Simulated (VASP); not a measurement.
Input of a VASP 6.6.1 run:

The input INCAR:

```
SYSTEM = CuO
PREC = Accurate
ENCUT = 600
EDIFF = 1E-6
ISMEAR = 0
SIGMA = 0.05
LREAL = .False.
LASPH = .True.
NELM = 200
ALGO = Normal
ISIF = 2
LWAVE = .False.
LCHARG = .False.
ISPIN = 2
MAGMOM = 0.16 0.16 0.16 0.16 0.17 0.17 0.17 0.17
LORBIT = 11
LMAXMIX = 4
LDAU = .True.
LDAUTYPE = 2
LDAUL = 2 -1
LDAUU = 8 0
LDAUJ = 0 0
LDAUPRINT = 1
NBANDS = 48
GGA_COMPAT = .False.
```

KPOINTS

```
Automatic mesh
0
Gamma
  6 6 6
  0 0 0
```

File POSCAR:

```
CuO
1.0
    3.4220509700      0.0000000000      4.2604614800
    0.0000000000      3.4220509700      4.2604614800
    0.0000000000      0.0000000000      8.5209229600
Cu O
4 4
Direct
    0.0000000000      0.5000000000      0.7500000000
    0.5000000000      0.0000000000      0.0000000000
    0.0000000000      0.5000000000      0.2500000000
    0.5000000000      0.0000000000      0.5000000000
    0.0000000000      0.0000000000      0.1250000000
    0.0000000000      0.0000000000      0.3750000000
    0.0000000000      0.0000000000      0.6250000000
    0.0000000000      0.0000000000      0.8750000000
```

Potentials or basis: VASP PAW LDA potentials, release 64 (Cu, O).

Command:

```console
$ cat potpaw_LDA.64/Cu/POTCAR potpaw_LDA.64/O/POTCAR > POTCAR
$ mpirun -np 1 vasp_std > vasp.out
```

Q: What does it give for the net moment?

A: 2.06 μB per cell.

Q: Estimate the pressure.

A: -14.8 GPa.

Q: What does it give for the site moments?

A: Cu +0.32; O +0.18 μB.

Eigenvalues of the final occupation matrices:
```
    site  spin  trace               eigenvalues
site 1 d     1   4.87  0.95 0.97 0.97 0.98 1.00
site 1 d     2   4.55  0.70 0.94 0.97 0.97 0.97
site 2 d     1   4.87  0.95 0.97 0.97 0.98 1.00
site 2 d     2   4.55  0.70 0.94 0.97 0.97 0.97
site 3 d     1   4.87  0.95 0.97 0.97 0.98 1.00
site 3 d     2   4.55  0.70 0.94 0.97 0.97 0.97
site 4 d     1   4.87  0.95 0.97 0.97 0.98 1.00
site 4 d     2   4.55  0.70 0.94 0.97 0.97 0.97
```

Caveat: the stress differs along the axes, from -24 to 4 GPa. The state reached can hang on the start; a lower one may exist.
